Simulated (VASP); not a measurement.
# ZnIr2 (P6/mmm) in VASP: further runs

Runs on ZnIr2. Level: PBE. Tasks: single point, relaxation of cell and atoms.

Program: VASP 6.6.1. These are calculated values, not measurements. Logs are shortened: lines on timing, memory, paths and dates and some standing lists are left out, and cuts for length are marked.

## (1) The cell of the first run

It takes space group P6/mmm (No. 191, hexagonal). The conventional cell has a = 4.375 Å, b = 4.375 Å, c = 2.713 Å, α = 90.00°, β = 90.00°, γ = 120.00°. Within 3.6 Å of Zn (site symmetry 6/mmm) lie 2 Zn at 2.71 Å and 12 Ir at 2.87 Å. Within 3.3 Å of Ir (site symmetry -6m2) lie 5 Ir at 2.53 to 2.71 Å and 6 Zn at 2.87 Å.

## (2) Single point, PBE

File INCAR:

```
SYSTEM = ZnIr2
ALGO = Fast
EDIFF = 1E-6
ENCUT = 520
GGA = PE
ISIF = 2
ISMEAR = 0
LASPH = .True.
LCHARG = .False.
LREAL = .False.
LWAVE = .False.
NBANDS = 22
NELM = 80
PREC = Accurate
SIGMA = 0.1
```

File KPOINTS:

```
k-points
0
Gamma
  12 12 16
  0 0 0
```

File POSCAR:

```
ZnIr2
1.0
    4.3745045901      0.0000000000      0.0000000000
   -2.1872522950      3.7884321040      0.0000000000
    0.0000000000      0.0000000000      2.7125007778
Zn Ir
1 2
Direct
    0.0000000000      0.0000000000      0.0000000000
    0.3333333333      0.6666666667      0.5000000000
    0.6666666667      0.3333333333      0.5000000000
```

Potentials or basis: VASP PAW PBE potentials, release 64 (Zn, Ir).

On the command line:

```bash
cat potpaw_PBE.64/Zn/POTCAR potpaw_PBE.64/Ir/POTCAR > POTCAR
mpirun -np 1 vasp_std > vasp.out
```

OUTCAR:

```text
SYSTEM = ZnIr2
   EDIFF = 1E-6
   ENCUT = 520
   GGA = PE
   ISIF = 2
   ISMEAR = 0
   LASPH = .True.
   LREAL = .False.
   NELM = 80
   PREC = Accurate

 ion  position               nearest neighbor table
   1  0.000  0.000  0.000-   2 2.87   3 2.87   2 2.87   3 2.87   2 2.87   2 2.87   3 2.87   3 2.87
                             3 2.87   3 2.87   2 2.87   2 2.87
   2  0.333  0.667  0.500-   3 2.53   3 2.53   3 2.53   1 2.87   1 2.87   1 2.87   1 2.87   1 2.87
                             1 2.87
   3  0.667  0.333  0.500-   2 2.53   2 2.53   2 2.53   1 2.87   1 2.87   1 2.87   1 2.87   1 2.87
                             1 2.87

  LATTYP: Found a hexagonal cell.
 ALAT       =     4.3745045901
 C/A-ratio  =     0.6200703924

  Lattice vectors:

 A1 = (   4.3745045901,   0.0000000000,   0.0000000000)
 A2 = (  -2.1872522950,   3.7884321040,   0.0000000000)
 A3 = (   0.0000000000,   0.0000000000,   2.7125007778)

Analysis of symmetry for initial positions (statically):
=====================================================================
 Subroutine PRICEL returns:
 Original cell was already a primitive cell.

 Routine SETGRP: Setting up the symmetry group for a
 hexagonal supercell.

 Subroutine GETGRP returns: Found 24 space group operations
 (whereof 24 operations were pure point group operations)
 out of a pool of 24 trial point group operations.

The static configuration has the point symmetry D_6h.

Analysis of symmetry for dynamics (positions and initial velocities):
=====================================================================
 Subroutine PRICEL returns:
 Original cell was already a primitive cell.

 Routine SETGRP: Setting up the symmetry group for a
 hexagonal supercell.

 Subroutine GETGRP returns: Found 24 space group operations
 (whereof 24 operations were pure point group operations)
 out of a pool of 24 trial point group operations.

The dynamic configuration has the point symmetry D_6h.

 Subroutine INISYM returns: Found 24 space group operations
 (whereof 24 operations are pure point group operations),
 and found     1 'primitive' translations

----------------------------------------------------------------------------------------

                                     Primitive cell

  volume of cell :      44.9530

  direct lattice vectors                    reciprocal lattice vectors
     4.374504590  0.000000000  0.000000000     0.228597314  0.131980721  0.000000000
    -2.187252295  3.788432104  0.000000000     0.000000000  0.263961442  0.000000000
     0.000000000  0.000000000  2.712500778     0.000000000  0.000000000  0.368663489

  length of vectors
     4.374504590  4.374504590  2.712500778     0.263961442  0.263961442  0.368663489

  position of ions in fractional coordinates (direct lattice)
     0.000000000  0.000000000  0.000000000
     0.333333333  0.666666667  0.500000000
     0.666666667  0.333333333  0.500000000

  ion indices of the primitive-cell ions
   primitive index   ion index
                 1           1
                 2           2
                 3           3

----------------------------------------------------------------------------------------

 KPOINTS: k-points

Automatic generation of k-mesh.
 Grid dimensions read from file:
 generate k-points for:   12   12   16

 Generating k-lattice:

  Cartesian coordinates                     Fractional coordinates (reciprocal lattice)
     0.019049776  0.010998393  0.000000000     0.083333333  0.000000000  0.000000000
     0.000000000  0.021996787  0.000000000     0.000000000  0.083333333  0.000000000
     0.000000000  0.000000000  0.023041468     0.000000000  0.000000000  0.062500000

  Length of vectors
     0.021996787  0.021996787  0.023041468

  Shift w.r.t. Gamma in fractional coordinates (k-lattice)
     0.000000000  0.000000000  0.000000000

 Subroutine IBZKPT returns following result:
 ===========================================

 Found    171 irreducible k-points:

 Following reciprocal coordinates:
            Coordinates               Weight
  0.000000  0.000000  0.000000      1.000000
  0.083333  0.000000  0.000000      6.000000
  0.166667  0.000000  0.000000      6.000000
  0.250000  0.000000  0.000000      6.000000
  0.333333  0.000000  0.000000      6.000000
  0.416667  0.000000  0.000000      6.000000
[... 16 lines left out ...]
  0.250000  0.000000  0.062500     12.000000
  0.333333  0.000000  0.062500     12.000000
 [... further k-points ...]
   k-points           NKPTS =    171   k-points in BZ     NKDIM =    171   number of bands    NBANDS=     22
   number of dos      NEDOS =    301   number of ions     NIONS =      3
   total plane-waves  NPLWV =  25920
   dimension x,y,z NGX =    36 NGY =   36 NGZ =   20
   dimension x,y,z NGXF=    72 NGYF=   72 NGZF=   40
   ions per type =               1   2
   NGX,Y,Z   is equivalent  to a cutoff of  13.68, 13.68, 12.26 a.u.
   NGXF,Y,Z  is equivalent  to a cutoff of  27.36, 27.36, 24.52 a.u.
 SYSTEM =  ZnIr2
   PREC   = accura    normal or accurate (medium, high low for compatibility)
   ISTART =      0    job   : 0-new  1-cont  2-samecut
   ICHARG =      2    charge: 1-file 2-atom 10-const
   ISPIN  =      1    spin polarized calculation?
   LNONCOLLINEAR =      F non collinear calculations
   LSORBIT =      F    spin-orbit coupling
   LASPH  =      T    aspherical Exc in radial PAW
   ENCUT  =  520.0 eV  38.22 Ry    6.18 a.u.   8.13  8.13  5.04*2*pi/ulx,y,z
   NELM   =     80;   NELMIN=  2; NELMDL= -5     # of ELM steps
   EDIFF  = 0.1E-05   stopping-criterion for ELM
   LREAL  =      F    real-space projection
   EDIFFG = 0.1E-04   stopping-criterion for IOM
   NSW    =      0    number of steps for IOM
   IBRION =     -1    ionic relax: 0-MD 1-quasi-New 2-CG
   NFREE  =      0    steps in history (QN), initial steepest desc. (CG)
   ISIF   =      2    stress and relaxation
   ISYM   =      2    0-nonsym 1-usesym 2-fastsym
   POTIM  = 0.5000    time-step for ionic-motion
   TEBEG  =    0.0;   TEEND  =   0.0 temperature during run
   PSTRESS=    0.0 pullay stress
   NELECT =      30.0000    total number of electrons
   NUPDOWN=      -1.0000    fix difference up-down
   EMIN   =  10.00;   EMAX   =-10.00  energy-range for DOS
   EFERMI =   0.00;   METHOD = LEGACY
   ISMEAR =     0;   SIGMA  =   0.10  broadening in eV -4-tet -1-fermi 0-gaus
   EFERMI_NEDOS =   21; number of points for ismear=-14 and -15
   IALGO  =     68    algorithm
   IMIX   =      4    mixing-type and parameters
     AMIX     =   0.40;   BMIX     =  1.00
     AMIX_MAG =   1.60;   BMIX_MAG =  1.00
  volume/ion in A,a.u.               =      14.98       101.12
  Fermi-wavevector in a.u.,A,eV,Ry     =   1.430636  2.703510 27.847309  2.046720
  Thomas-Fermi vector in A             =   2.550460
   LORBIT       =      0    0 simple, 1 ext, 2 COOP (PROOUT), +10 PAW based schemes
   GGA     = PE    functional components
   LHFCALC =     F    Hartree Fock is set to
   AEXX    =    0.0000 exact exchange contribution
   IVDW    =     0    specifies the selected vdW correction
   LEPSILON=     F    determine dielectric tensor
   LRPA    =     F    only Hartree local field effects (RPA)
 non-spin polarized calculation
 RMM-DIIS sequential band-by-band and
 Gauss-broadening in eV      SIGMA  =   0.10
  energy-cutoff  :      520.00
  volume of cell :       44.95
 maximum number of plane-waves:      1234
 NGX is ok and might be reduce to    36
   NGX = 17   NGY = 17   NGZ = 11

 number of electron      30.0000006 magnetization

 Free energy of the ion-electron system (eV)
  ---------------------------------------------------
  ext. energy  EPLUGINS =         0.00000000
  ---------------------------------------------------
  free energy    TOTEN  =       -18.48168063 eV

  energy without entropy =      -18.46634148  energy(sigma->0) =      -18.47401105

 E-fermi :   7.0034     XC(G=0): -12.9592

 val. band max:        7.0032986680   @ k =   0.4167   0.0833   0.2500
 cond. band min:       7.0052786943   @ k =   0.4167   0.0000   0.3750
 fundamental gap:      0.0019800263
 Fermi energy:         7.0033657469

 k-point     1 :       0.0000    0.0000    0.0000
  band No.  band energies     occupation
      1      -3.1465      2.00000
      2      -0.5848      2.00000
      3      -0.0406      2.00000
      4      -0.0406      2.00000
      5       0.2421      2.00000
      6       0.2421      2.00000
[... 14 lines left out ...]
     21      13.7910      0.00000
     22      15.0385      0.00000

 k-point     2 :       0.0833    0.0000    0.0000
  band No.  band energies     occupation
      1      -3.0514      2.00000
      2      -0.5791      2.00000
      3      -0.0632      2.00000
      4      -0.0421      2.00000
      5       0.2403      2.00000
      6       0.2421      2.00000
[... 14 lines left out ...]
     21      14.4477      0.00000
     22      15.5636      0.00000

 k-point     3 :       0.1667    0.0000    0.0000
  band No.  band energies     occupation
      1      -2.7717      2.00000
      2      -0.5674      2.00000
      3      -0.1289      2.00000
      4      -0.0445      2.00000
      5       0.2354      2.00000
      6       0.2428      2.00000
[... 14 lines left out ...]
     21      15.5958      0.00000
     22      16.9430      0.00000

 k-point     4 :       0.2500    0.0000    0.0000
  band No.  band energies     occupation
      1      -2.3251      2.00000
      2      -0.5671      2.00000
      3      -0.2217      2.00000
      4      -0.0439      2.00000
      5       0.2288      2.00000
      6       0.2449      2.00000
[... 14 lines left out ...]
     21      16.8608      0.00000
     22      18.5381      0.00000

 k-point     5 :       0.3333    0.0000    0.0000
  band No.  band energies     occupation
      1      -1.7490      2.00000
      2      -0.6029      2.00000
      3      -0.2958      2.00000
      4      -0.0388      2.00000
      5       0.2222      2.00000
      6       0.2485      2.00000
[... 14 lines left out ...]
     21      18.1806      0.00000
     22      20.0343      0.00000

 k-point     6 :       0.4167    0.0000    0.0000
  band No.  band energies     occupation
      1      -1.1379      2.00000
      2      -0.6439      2.00000
      3      -0.3127      2.00000
      4      -0.0322      2.00000
      5       0.2173      2.00000
      6       0.2519      2.00000
[... 14 lines left out ...]
     21      19.4927      0.00000
     22      20.4459      0.00000

 k-point     7 :       0.5000    0.0000    0.0000
  band No.  band energies     occupation
      1      -0.8626      2.00000
      2      -0.5655      2.00000
      3      -0.2487      2.00000
      4      -0.0291      2.00000
      5       0.1219      2.00000
      6       0.2156      2.00000
[... 324 lines left out ...]
      6       0.2042      2.00000
[... 14 lines left out ...]
     21      13.8693      0.00000
     22      15.0576      0.00000

 k-point    21 :       0.0833    0.0000    0.0625
  band No.  band energies     occupation
      1      -2.9553      2.00000
      2      -0.5418      2.00000
      3      -0.0685      2.00000
      4      -0.0485      2.00000
      5       0.2040      2.00000
      6       0.2045      2.00000
[... 14 lines left out ...]
     21      14.5461      0.00000
     22      15.6334      0.00000

 k-point    22 :       0.1667    0.0000    0.0625
  band No.  band energies     occupation
      1      -2.6769      2.00000
      2      -0.5302      2.00000
      3      -0.1293      2.00000
      4      -0.0500      2.00000
      5       0.2027      2.00000
      6       0.2054      2.00000
[... 14 lines left out ...]
     21      15.6948      0.00000
     22      17.0647      0.00000

 k-point    23 :       0.2500    0.0000    0.0625
  band No.  band energies     occupation
      1      -2.2328      2.00000
      2      -0.5302      2.00000
      3      -0.2130      2.00000
      4      -0.0474      2.00000
      5       0.1994      2.00000
      6       0.2072      2.00000
[... 14 lines left out ...]
     21      16.9528      0.00000
     22      18.6791      0.00000

 k-point    24 :       0.3333    0.0000    0.0625
  band No.  band energies     occupation
      1      -1.6612      2.00000
      2      -0.5664      2.00000
      3      -0.2761      2.00000
      4      -0.0394      2.00000
      5       0.1944      2.00000
      6       0.2094      2.00000
[... 14 lines left out ...]
     21      18.2682      0.00000
     22      19.3708      0.00000

 [... further k-points ...]
[... 5 lines left out ...]
  --------------------------------------------------------------------------------------
  -------------------------------------------------------------------------------------
  Total        0.1056863      0.1056863      0.0744937      0.0000000      0.0000000      0.0000000
  in kB        3.7667883      3.7667883      2.6550457      0.0000000      0.0000000      0.0000000
  external PRESSURE =       3.3962074 kB  Pullay stress =       0.0000000 kB

 VOLUME and BASIS-vectors are now :
 -----------------------------------------------------------------------------
  energy-cutoff  :      520.00
  volume of cell :       44.95
      direct lattice vectors                 reciprocal lattice vectors
     4.374504590  0.000000000  0.000000000     0.228597314  0.131980721  0.000000000
    -2.187252295  3.788432104  0.000000000     0.000000000  0.263961442  0.000000000
     0.000000000  0.000000000  2.712500778     0.000000000  0.000000000  0.368663489

 POSITION                                       TOTAL-FORCE (eV/Angst)
 -----------------------------------------------------------------------------------
      0.00000      0.00000      0.00000         0.000000      0.000000     -0.000000
     -0.00000      2.52562      1.35625         0.000000     -0.000000     -0.000000
      2.18725      1.26281      1.35625        -0.000000      0.000000      0.000000
 -----------------------------------------------------------------------------------
    total drift:                               -0.000000      0.000000     -0.000000

  FREE ENERGIE OF THE ION-ELECTRON SYSTEM (eV)
  ---------------------------------------------------
  free  energy   TOTEN  =       -18.4816806266 eV

  energy  without entropy=      -18.4663414761  energy(sigma->0) =      -18.47401105
```

Wall time 4.2 min (1 thread of Oxide Virtual Turin-like, shared host); peak memory 0.26 GiB.

Results:

* Free energy: -18.4817 eV
* Pressure: 0.3 GPa
* Band gap on the k mesh: zero (band 15 reaches 8.68 eV, above the bottom of band 16 at 6.18 eV)

Stress tensor (GPa, compression positive):
```
0.38 0.00 0.00
0.00 0.38 0.00
0.00 0.00 0.27
```

Caveat: spin-orbit coupling is left out, which moves the levels of the heavy elements.

(Part 1 of 2 ends here.)
